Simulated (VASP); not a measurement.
**AlP5: single point with PBE**

AlP5:

```
Al P
1.0
     7.92043    0.00000    0.00000
    -3.96022    6.85930    0.00000
     0.00000    0.00000    2.38713
Al P
1 5
Cartesian
  0.0000 0.0000 1.1936
  3.9602 0.0000 1.1936
  -1.9801 3.4296 1.1936
  1.9801 3.4296 1.1936
  0.0000 4.5729 1.1936
  3.9602 2.2864 1.1936
```

```json
{
 "Program": "VASP 6.6.1",
 "Task": "single point",
 "Functional": "PBE",
 "Potentials or basis": "VASP PAW PBE potentials, release 64 (Al, P)",
 "Cutoff": "520 eV",
 "k mesh": "6 × 6 × 16",
 "Occupations": "gaussian, width 0.1 eV",
 "Spin": "no spin polarisation",
 "Dipole correction": "no",
 "Further INCAR settings": "ALGO = Normal; EDIFF = 1e-06; NBANDS = 23"
}
```

```
Pressure               : -0.2 GPa
Band gap on the k mesh : zero (band 14 reaches 5.96 eV, above the bottom of band 15 at 4.23 eV)
```

Levels at points of the mesh, in eV from the Fermi level:
```
           k point  band 10  band 11  band 12  band 13  band 14  band 15  band 16  band 17  band 18  band 19
(0.00, 0.00, 0.00)    -3.63    -2.06    -1.69    -1.69     0.56     0.56     0.95     3.54     3.54     3.94
(0.50, 0.00, 0.00)    -4.03    -2.66    -2.01    -0.67    -0.67     0.78     2.08     3.23     3.34     4.68
(0.00, 0.00, 0.50)    -3.80    -2.76    -2.32    -1.46     0.48     0.48     0.85     1.73     2.46     2.46
(0.50, 0.00, 0.50)    -3.72    -3.63    -1.51    -0.49    -0.22     0.23     0.92     1.23     2.54     2.79
```

Wall time 86 s on 1 thread of Intel(R) Xeon(R) Platinum 8488C (Sapphire Rapids) (shared host), peak memory 0.32 GiB.
